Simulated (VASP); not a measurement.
Runs of VASP 6.6.1 on Si. Symmetry: Fd-3m, No. 227, cubic system. Conventional cell: a = 5.444 Å, b = 5.444 Å, c = 5.444 Å, α = 90.00°, β = 90.00°, γ = 90.00°. Si (site symmetry -43m) has 4 Si at 2.36 Å within 3.1 Å. 

| task | level | potentials or basis | k mesh | cutoff (eV) | GW scheme | GW iterations | cutoff of the response function | frequency points | empty bands | gap on the mesh (eV) | pressure (GPa) |
| --- | --- | --- | --- | --- | --- | --- | --- | --- | --- | --- | --- |
| single point | PBE | VASP PAW PBE potentials, release 64 (Si) | 6 × 6 × 6 | 520 | - | - | - | - | - | 0.72 | 1.3 |
| single point | HSE06 | VASP PAW PBE potentials, release 64 (Si) | 4 × 4 × 4 | 520 | - | - | - | - | - | 1.34 | 0.0 |
| single point | PBE | VASP PAW PBE potentials, release 64 (Si) | 4 × 4 × 4 | 520 | - | - | - | - | - | (c) | (b) |
| single point | LDA | VASP PAW LDA potentials, release 64 (Si) | 4 × 4 × 4 | 520 | - | - | - | - | - | 0.59 | (a) |

Alike in all rows: no spin polarisation; cell as given; smearing gaussian 0.01 eV.

Problem. Estimate the missing entries.

Solution. (a) -1.5; (b) 1.8; (c) 0.71.

Caveats: some runs use coarse meshes; the PAW data sets were made with another functional, which shifts forces and pressure a little (some runs).

A k mesh can miss the band edges.
